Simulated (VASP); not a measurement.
Wanted: the native input for a VASP 6.6.1 run.

| Property | Result |
| --- | --- |
| Task | single point |
| Functional | LDA |
| Potentials or basis | VASP PAW LDA potentials, release 64 (Si, O) |
| Cutoff | 520 eV |
| k mesh | 6 × 6 × 8 |
| Occupations | gaussian, width 0.05 eV |
| Spin | no spin polarisation |
| Dipole correction | no |
| Further INCAR settings | ALGO = Normal; EDIFF = 1e-07; NBANDS = 25 |

The structure of SiO2 lies in POSCAR:

```
SiO2
1.0
    4.0554000000      0.0000000000      0.0000000000
    0.0000000000      4.0554000000      0.0000000000
    0.0000000000      0.0000000000      2.9168000000
Si O
2 4
Direct
    0.5000000000      0.5000000000      0.5000000000
    0.0000000000      0.0000000000      0.0000000000
    0.6944252994      0.6944252994      0.0000000000
    0.1944252994      0.8055747006      0.5000000000
    0.3055747006      0.3055747006      0.0000000000
    0.8055747006      0.1944252994      0.5000000000
```

One way to write it, as run:

INCAR

```
  ALGO = Normal
  EDIFF = 1E-7
  ENCUT = 520
  GGA = CA
  ISIF = 2
  ISMEAR = 0
  LASPH = True
  LCHARG = True
  LELF = True
  LREAL = False
  LVHAR = True
  LWAVE = False
  NBANDS = 25
  NELM = 60
  PREC = Accurate
  SIGMA = 0.05
```

KPOINTS

```
k-points
0
Gamma
  6 6 8
```

Potentials or basis: VASP PAW LDA potentials, release 64 (Si, O).

The run is started by

```console
$ cat potpaw_LDA.64/Si/POTCAR potpaw_LDA.64/O/POTCAR > POTCAR
$ mpirun -np 1 vasp_std > vasp.out
```

It gave:

```yaml
Pressure: -14.2 GPa
Largest_force: 0.467 eV/Å
Band_gap_on_the_k_mesh: 4.60 eV
```

Caveat: the cell stands under tension.

It took 57 s on 1 thread of Intel Xeon 8259CL (shared host), peak memory 0.16 GiB.
